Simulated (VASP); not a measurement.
Wanted: the native input for a VASP 6.6.1 run.

* Task: single point
* Functional: r2SCAN
* Potentials or basis: VASP PAW PBE potentials, release 64 (Ga_d, As)
* Cutoff: 520 eV
* k mesh: 6 × 6 × 6
* Occupations: gaussian, width 0.1 eV
* Spin: no spin polarisation
* Dipole correction: no
* Further INCAR settings: ALGO = Normal; EDIFF = 1e-07; NBANDS = 16

Crystal: GaAs.

```xyz
2
Lattice="0.0000 2.8354 2.8354 2.8354 0.0000 2.8354 2.8354 2.8354 0.0000" Properties=species:S:1:pos:R:3 pbc="T T T"
Ga    0.0000    0.0000    0.0000
As    1.4177    1.4177    1.4177
```

These files were run (other wordings do the same):

POSCAR

```
GaAs
1.0
    0.0000000000      2.8353850621      2.8353850621
    2.8353850621      0.0000000000      2.8353850621
    2.8353850621      2.8353850621      0.0000000000
Ga As
1 1
Direct
    0.0000000000      0.0000000000      0.0000000000
    0.2500000000      0.2500000000      0.2500000000
```

INCAR.step1

```
PREC = Accurate
ENCUT = 520
ISMEAR = 0
SIGMA = 0.1
LREAL = F
LASPH = T
NELM = 100
NBANDS = 16
GGA = PE
ALGO = Normal
EDIFF = 1E-4
LWAVE = T
LCHARG = F
```

INCAR.step2

```
PREC = Accurate
ENCUT = 520
EDIFF = 1E-7
ISMEAR = 0
SIGMA = 0.1
LREAL = F
LASPH = T
NELM = 100
ALGO = Normal
ISIF = 2
LWAVE = F
LCHARG = F
METAGGA = R2SCAN
LMIXTAU = T
NBANDS = 16
ISTART = 1
```

KPOINTS

```
regular mesh
0
Gamma
  6 6 6
```

Potentials or basis: VASP PAW PBE potentials, release 64 (Ga_d, As).

Command:

```console
$ cat potpaw_PBE.64/Ga_d/POTCAR potpaw_PBE.64/As/POTCAR > POTCAR
$ cp INCAR.step1 INCAR
$ mpirun -np 1 vasp_std > vasp.out
$ cp INCAR.step2 INCAR
$ mpirun -np 1 vasp_std > vasp.out
```

It gave:

```
Pressure               : -0.1 GPa
Band gap on the k mesh : 0.92 eV, direct
```

Caveat: the PAW data sets were made with another functional, which shifts forces and pressure a little.

Wall time 85 s on 1 thread of AMD EPYC 7R13 Processor (Zen 3), with other jobs on the host, peak memory 0.14 GiB.
